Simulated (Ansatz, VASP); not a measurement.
Two plane-wave programs on La

File INCAR:

```
  PREC = Accurate
  ENCUT = 600
  EDIFF = 1E-6
  ISMEAR = -1
  SIGMA = 0.1
  LREAL = False
  LASPH = True
  NELM = 100
  ALGO = Normal
  ISIF = 3
  LWAVE = False
  LCHARG = False
  GGA = PE
  IBRION = 2
  NSW = 80
  EDIFFG = -0.01
```

KPOINTS

```
regular mesh
0
Gamma
  10 10 10
```

The input POSCAR:

```
La
1.0
    0.0000000000      2.6546496237      2.6546496237
    2.6546496237      0.0000000000      2.6546496237
    2.6546496237      2.6546496237      0.0000000000
La
1
Direct
    0.0000000000      0.0000000000      0.0000000000
```

Input for Ansatz:

```yaml
crystal:
  lattice:
    - [0.0, 2.6546496237, 2.6546496237]
    - [2.6546496237, 0.0, 2.6546496237]
    - [2.6546496237, 2.6546496237, 0.0]
  atoms:
    - { symbol: La, position: [0.0, 0.0, 0.0] }
hamiltonian:
  xc: pbe
  pseudopotentials:
    kind: paw
    azcp:
      La: "pseudopotentials/La.paw.azcp"
basis:
  ecutwfc: 420
  fft_grid_basis: typed
kpoints:
  mp_grid: { grid: [10, 10, 10], shift: [0, 0, 0] }
magnetization:
  spin_polarized: false
scf:
  occupations: { method: fermi_dirac, width: 0.1 }
relax:
  max_steps: 60
  f_tol: 0.01
  cell: {}
output:
  write_density: true
  write_potential: true
  elf: true
  volumetric_format: npy
```

Alike in both runs: task relaxation of cell and atoms; functional PBE; k mesh 10 × 10 × 10; occupations fermi-dirac, width 0.1 eV; no spin polarisation.

```csv
,VASP,Ansatz
version,VASP 6.6.1,Ansatz 0.2.0
potentials or method,"VASP PAW PBE potentials, release 64 (La), cutoff 600 eV","plane waves (420 eV) with PAW, scalar-relativistic"
valence electrons in the cell,11,11
```

```csv
,VASP,Ansatz,Ansatz less VASP
relaxed volume (Å³/atom),37.42,37.32,-0.096
relaxed cell length with the largest relative difference (Å),3.754,3.751,-0.0032
```

Neither program's run includes spin-orbit coupling. Noted on VASP's run: the relaxation stopped at its first step, so nothing moved.
